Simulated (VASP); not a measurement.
# MnSb (P6_3/mmc) in VASP: notebook

The runs below take MnSb through single point, with LDA+U.

Program: VASP 6.6.1. These are calculated values, not measurements. Logs are shortened: lines on timing, memory, paths and dates and some standing lists are left out, and cuts for length are marked.

**1. The cell of the first run**

The structure is hexagonal, space group P6_3/mmc (No. 194). Conventional cell: a = 4.150 Å, b = 4.150 Å, c = 5.780 Å, α = 90.00°, β = 90.00°, γ = 120.00°. Sb (site symmetry -6m2) has 6 Mn at 2.80 Å within 3.7 Å. Mn (site symmetry -3m) has 6 Sb at 2.80 Å and 2 Mn at 2.89 Å within 3.7 Å.

**2. Single point, LDA+U, collinear spin, ferromagnetic start**

File INCAR:

```
SYSTEM = MnSb
PREC = Accurate
ENCUT = 520
EDIFF = 1E-7
ISMEAR = -1
SIGMA = 0.05
LREAL = .False.
LASPH = .True.
NELM = 150
ALGO = Normal
ISIF = 2
LWAVE = .False.
LCHARG = .False.
ISPIN = 2
MAGMOM = 0 0 4 4
LORBIT = 11
LMAXMIX = 4
LDAU = .True.
LDAUTYPE = 2
LDAUL = -1 2
LDAUU = 0 6
LDAUJ = 0 0
LDAUPRINT = 1
NBANDS = 30
```

File KPOINTS:

```
regular mesh
0
Gamma
  7 7 5
  0 0 0
```

File POSCAR:

```
MnSb
1.0
    4.1500000000      0.0000000000      0.0000000000
   -2.0750000000      3.5940054257      0.0000000000
    0.0000000000      0.0000000000      5.7800000000
Sb Mn
2 2
Direct
    0.6666666667      0.3333333333      0.7500000000
    0.3333333333      0.6666666667      0.2500000000
    0.0000000000      0.0000000000      0.5000000000
    0.0000000000      0.0000000000      0.0000000000
```

Potentials or basis: VASP PAW LDA potentials, release 64 (Sb, Mn_pv).

Started as:

```sh
$ cat potpaw_LDA.64/Sb/POTCAR potpaw_LDA.64/Mn_pv/POTCAR > POTCAR
$ mpirun -np 1 vasp_std > vasp.out
```

OUTCAR:

```text
SYSTEM = MnSb
   PREC = Accurate
   ENCUT = 520
   EDIFF = 1E-7
   ISMEAR = -1
   LREAL = .False.
   LASPH = .True.
   NELM = 150
   ISIF = 2
   ISPIN = 2
   LORBIT = 11

 ion  position               nearest neighbor table
   1  0.667  0.333  0.750-   3 2.80   4 2.80   3 2.80   4 2.80   3 2.80   4 2.80   2 3.75   2 3.75
                             2 3.75   2 3.75   2 3.75   2 3.75
   2  0.333  0.667  0.250-   3 2.80   4 2.80   3 2.80   4 2.80   3 2.80   4 2.80   1 3.75   1 3.75
                             1 3.75   1 3.75   1 3.75   1 3.75
   3  0.000  0.000  0.500-   1 2.80   2 2.80   2 2.80   1 2.80   1 2.80   2 2.80   4 2.89   4 2.89

   4  0.000  0.000  0.000-   1 2.80   2 2.80   2 2.80   1 2.80   1 2.80   2 2.80   3 2.89   3 2.89

  LATTYP: Found a hexagonal cell.
 ALAT       =     4.1500000000
 C/A-ratio  =     1.3927710843

  Lattice vectors:

 A1 = (   4.1500000000,   0.0000000000,   0.0000000000)
 A2 = (  -2.0750000000,   3.5940054257,   0.0000000000)
 A3 = (   0.0000000000,   0.0000000000,   5.7800000000)

Analysis of symmetry for initial positions (statically):
=====================================================================
 Subroutine PRICEL returns:
 Original cell was already a primitive cell.

 Routine SETGRP: Setting up the symmetry group for a
 hexagonal supercell.

 Subroutine GETGRP returns: Found 24 space group operations
 (whereof 12 operations were pure point group operations)
 out of a pool of 24 trial point group operations.

The static configuration has the point symmetry D_3d.
 The point group associated with its full space group is D_6h.

Analysis of symmetry for dynamics (positions and initial velocities):
=====================================================================
 Subroutine PRICEL returns:
 Original cell was already a primitive cell.

 Routine SETGRP: Setting up the symmetry group for a
 hexagonal supercell.

 Subroutine GETGRP returns: Found 24 space group operations
 (whereof 12 operations were pure point group operations)
 out of a pool of 24 trial point group operations.

The dynamic configuration has the point symmetry D_3d.
 The point group associated with its full space group is D_6h.

Analysis of structural, dynamic, and magnetic symmetry:
=====================================================================
 Subroutine PRICEL returns:
 Original cell was already a primitive cell.

 Routine SETGRP: Setting up the symmetry group for a
 hexagonal supercell.

 Subroutine GETGRP returns: Found 24 space group operations
 (whereof 12 operations were pure point group operations)
 out of a pool of 24 trial point group operations.

The overall configuration has the point symmetry D_3d.
 The point group associated with its full space group is D_6h.

 Subroutine INISYM returns: Found 24 space group operations
 (whereof 12 operations are pure point group operations),
 and found     1 'primitive' translations

----------------------------------------------------------------------------------------

                                     Primitive cell

  volume of cell :      86.2094

  direct lattice vectors                    reciprocal lattice vectors
     4.150000000  0.000000000  0.000000000     0.240963855  0.139120547  0.000000000
    -2.075000000  3.594005426  0.000000000     0.000000000  0.278241094  0.000000000
     0.000000000  0.000000000  5.780000000     0.000000000  0.000000000  0.173010381

  length of vectors
     4.150000000  4.150000000  5.780000000     0.278241094  0.278241094  0.173010381

[... 150 lines left out ...]
  o =  0.1339  v =  0.0000  0.0000  0.0000  0.0000  0.0000 -0.0000 -0.7914  0.0000 -0.0000 -0.6113      0.0000  0.0000  0.0000  0.0000  0.0000  0.0000  0.0000  0.0000  0.0000  0.0000
  o =  0.1339  v =  0.0000  0.0000  0.0000  0.0000  0.0000 -0.6113  0.0000 -0.0000 -0.7914  0.0000      0.0000  0.0000  0.0000  0.0000  0.0000  0.0000  0.0000  0.0000  0.0000  0.0000
  o =  0.9122  v = -0.0001 -0.7381 -0.0000 -0.0001 -0.6747  0.0000  0.0000  0.0000  0.0000  0.0000      0.0000  0.0000  0.0000  0.0000  0.0000  0.0000  0.0000  0.0000  0.0000  0.0000
  o =  0.9122  v =  0.6747 -0.0001 -0.0000  0.7381 -0.0001  0.0000  0.0000  0.0000  0.0000  0.0000      0.0000  0.0000  0.0000  0.0000  0.0000  0.0000  0.0000  0.0000  0.0000  0.0000
  o =  0.9231  v = -0.0000 -0.0000  1.0000  0.0000  0.0000  0.0000  0.0000  0.0000  0.0000  0.0000      0.0000  0.0000  0.0000  0.0000  0.0000  0.0000  0.0000  0.0000  0.0000  0.0000
  o =  0.9276  v = -0.0001  0.6747  0.0000  0.0001 -0.7381  0.0000  0.0000  0.0000  0.0000  0.0000      0.0000  0.0000  0.0000  0.0000  0.0000  0.0000  0.0000  0.0000  0.0000  0.0000
  o =  0.9276  v =  0.7381  0.0001  0.0000 -0.6747 -0.0001  0.0000  0.0000  0.0000  0.0000  0.0000      0.0000  0.0000  0.0000  0.0000  0.0000  0.0000  0.0000  0.0000  0.0000  0.0000

atom =   4  type =  2  l = 2

 onsite density matrix

spin component  1

  0.9206 -0.0000  0.0000  0.0077 -0.0000
 -0.0000  0.9192 -0.0000  0.0000  0.0077
  0.0000 -0.0000  0.9231 -0.0000 -0.0000
  0.0077  0.0000 -0.0000  0.9192 -0.0000
 -0.0000  0.0077 -0.0000 -0.0000  0.9206

spin component  2

  0.0642  0.0000 -0.0000 -0.0538 -0.0000
  0.0000  0.0923  0.0000 -0.0000 -0.0538
 -0.0000  0.0000  0.0423  0.0000 -0.0000
 -0.0538 -0.0000  0.0000  0.0923  0.0000
 -0.0000 -0.0538 -0.0000  0.0000  0.0642

 occupancies and eigenvectors

  o =  0.0226  v =  0.0000  0.0000  0.0000  0.0000  0.0000  0.0000 -0.6113 -0.0000  0.0000 -0.7914      0.0000  0.0000  0.0000  0.0000  0.0000  0.0000  0.0000  0.0000  0.0000  0.0000
  o =  0.0226  v =  0.0000  0.0000  0.0000  0.0000  0.0000 -0.7914  0.0000 -0.0000 -0.6113 -0.0000      0.0000  0.0000  0.0000  0.0000  0.0000  0.0000  0.0000  0.0000  0.0000  0.0000
  o =  0.0423  v =  0.0000  0.0000  0.0000  0.0000  0.0000  0.0000 -0.0000  1.0000 -0.0000 -0.0000      0.0000  0.0000  0.0000  0.0000  0.0000  0.0000  0.0000  0.0000  0.0000  0.0000
  o =  0.1339  v =  0.0000  0.0000  0.0000  0.0000  0.0000  0.0000 -0.7914 -0.0000 -0.0000  0.6113      0.0000  0.0000  0.0000  0.0000  0.0000  0.0000  0.0000  0.0000  0.0000  0.0000
  o =  0.1339  v =  0.0000  0.0000  0.0000  0.0000  0.0000 -0.6113  0.0000  0.0000  0.7914  0.0000      0.0000  0.0000  0.0000  0.0000  0.0000  0.0000  0.0000  0.0000  0.0000  0.0000
  o =  0.9122  v = -0.0001  0.7381 -0.0000  0.0001 -0.6747  0.0000  0.0000  0.0000  0.0000  0.0000      0.0000  0.0000  0.0000  0.0000  0.0000  0.0000  0.0000  0.0000  0.0000  0.0000
  o =  0.9122  v = -0.6747 -0.0001  0.0000  0.7381  0.0001  0.0000  0.0000  0.0000  0.0000  0.0000      0.0000  0.0000  0.0000  0.0000  0.0000  0.0000  0.0000  0.0000  0.0000  0.0000
  o =  0.9231  v = -0.0000 -0.0000 -1.0000  0.0000 -0.0000  0.0000  0.0000  0.0000  0.0000  0.0000      0.0000  0.0000  0.0000  0.0000  0.0000  0.0000  0.0000  0.0000  0.0000  0.0000
  o =  0.9276  v = -0.0001 -0.6747  0.0000 -0.0001 -0.7381  0.0000  0.0000  0.0000  0.0000  0.0000      0.0000  0.0000  0.0000  0.0000  0.0000  0.0000  0.0000  0.0000  0.0000  0.0000
  o =  0.9276  v =  0.7381 -0.0001  0.0000  0.6747 -0.0001  0.0000  0.0000  0.0000  0.0000  0.0000      0.0000  0.0000  0.0000  0.0000  0.0000  0.0000  0.0000  0.0000  0.0000  0.0000

 number of electron      36.0000010 magnetization       8.2146206

 Free energy of the ion-electron system (eV)
  ---------------------------------------------------
  ext. energy  EPLUGINS =         0.00000000
  ---------------------------------------------------
  free energy    TOTEN  =       -22.77877276 eV

  energy without entropy =      -22.76929380  energy(sigma->0) =      -22.77403328

 E-fermi :   7.7249     XC(G=0): -10.8271

 val. band max:        7.6772578949   @ k =   0.1429   0.1429   0.0000
 cond. band min:       7.7276536776   @ k =   0.1429   0.1429   0.4000
 fundamental gap:      0.0503957826
 Fermi energy:         7.7248821512

 spin component 1

 k-point     1 :       0.0000    0.0000    0.0000
  band No.  band energies     occupation
      1     -42.6074      1.00000
      2     -42.5766      1.00000
      3     -42.5766      1.00000
      4     -42.5689      1.00000
      5     -42.5689      1.00000
      6     -42.5249      1.00000
[... 781 lines left out ...]
     29      14.7819      0.00000
     30      15.0141      0.00000
 Fermi energy:         7.7248821512

 spin component 2

 k-point     1 :       0.0000    0.0000    0.0000
  band No.  band energies     occupation
      1     -38.4291      1.00000
      2     -38.3873      1.00000
      3     -38.3873      1.00000
      4     -38.3775      1.00000
      5     -38.3775      1.00000
      6     -38.3296      1.00000
[... 781 lines left out ...]
     29      15.8337      0.00000
     30      16.2603      0.00000

------------------------ aborting loop because EDIFF is reached ----------------------------------------

  FORCE on cell =-STRESS in cart. coord.  units (eV):
  Direction    XX          YY          ZZ          XY          YZ          ZX
  --------------------------------------------------------------------------------------
  -------------------------------------------------------------------------------------
  Total        1.6324621      1.6324621      3.0113571      0.0000000     -0.0000000      0.0000000
  in kB       30.3388446     30.3388446     55.9652148      0.0000000     -0.0000000      0.0000000
  external PRESSURE =      38.8809680 kB  Pullay stress =       0.0000000 kB

 VOLUME and BASIS-vectors are now :
 -----------------------------------------------------------------------------
  energy-cutoff  :      520.00
  volume of cell :       86.21
      direct lattice vectors                 reciprocal lattice vectors
     4.150000000  0.000000000  0.000000000     0.240963855  0.139120547  0.000000000
    -2.075000000  3.594005426  0.000000000     0.000000000  0.278241094  0.000000000
     0.000000000  0.000000000  5.780000000     0.000000000  0.000000000  0.173010381

 POSITION                                       TOTAL-FORCE (eV/Angst)
 -----------------------------------------------------------------------------------
      2.07500      1.19800      4.33500        -0.000000      0.000000      0.000000
     -0.00000      2.39600      1.44500         0.000000     -0.000000      0.000000
      0.00000      0.00000      2.89000         0.000000      0.000000      0.000000
      0.00000      0.00000      0.00000         0.000000      0.000000      0.000000
 -----------------------------------------------------------------------------------
    total drift:                               -0.000000      0.000000      0.000000

  FREE ENERGIE OF THE ION-ELECTRON SYSTEM (eV)
  ---------------------------------------------------
  free  energy   TOTEN  =       -22.7787727626 eV

  energy  without entropy=      -22.7692938046  energy(sigma->0) =      -22.77403328

 total charge

# of ion       s       p       d       tot
------------------------------------------
    1        1.164   1.343   0.034   2.540
    2        1.164   1.343   0.034   2.540
    3        0.298   6.242   4.938  11.479
    4        0.298   6.242   4.938  11.479
--------------------------------------------------
tot          2.924  15.169   9.945  28.038

 magnetization (x)

# of ion       s       p       d       tot
------------------------------------------
    1        0.014  -0.219   0.004  -0.201
    2        0.014  -0.219   0.004  -0.201
    3        0.036   0.025   4.238   4.298
    4        0.036   0.025   4.238   4.298
--------------------------------------------------
tot          0.099  -0.388   8.484   8.194
```

It took 1.7 min on 1 thread of Intel Xeon Platinum 8259CL at 2.50GHz (Skylake/Cascade Lake), shared host; peak memory 0.25 GiB.

Results:

| Item | Value |
| --- | --- |
| Free energy | -22.7788 eV |
| Pressure | 3.9 GPa |
| Net moment | 8.21 μB per cell |
| Site moments | Sb -0.20; Mn +4.30 μB |
| Valence electrons inside the program's atomic spheres | Sb 2.54; Mn 11.48 |

Levels at points of the mesh, in eV from the Fermi level:
Spin up:
| k point | band 18 | band 19 | band 20 | band 21 | band 22 | band 23 | band 24 | band 25 | band 26 | band 27 |
| --- | --- | --- | --- | --- | --- | --- | --- | --- | --- | --- |
| (0.00, 0.00, 0.00) | -5.11 | -3.34 | 0.31 | 0.31 | 1.29 | 1.29 | 2.58 | 2.72 | 3.66 | 5.44 |
Spin down:
```
           k point  band 10  band 11  band 12  band 13  band 14  band 15  band 16  band 17  band 18  band 19
(0.00, 0.00, 0.00)    -1.83    -1.83     0.45     0.45     0.57     1.48     1.48     1.95     1.95     2.45
```

Eigenvalues of the final occupation matrices:
```csv
site,spin,trace,eigenvalues
site 3 d,1,4.60,0.91 0.91 0.92 0.93 0.93
site 3 d,2,0.36,0.02 0.02 0.04 0.13 0.13
site 4 d,1,4.60,0.91 0.91 0.92 0.93 0.93
site 4 d,2,0.36,0.02 0.02 0.04 0.13 0.13
```

Caveat: spin-orbit coupling is left out, which moves the levels of the heavy elements; only a ferromagnetic start was run, and an antiferromagnetic order may lie lower in energy; the U is typed as a test and isn't derived for this compound. The state reached can hang on the start; a lower one may exist.

[end of part 1 of 2]
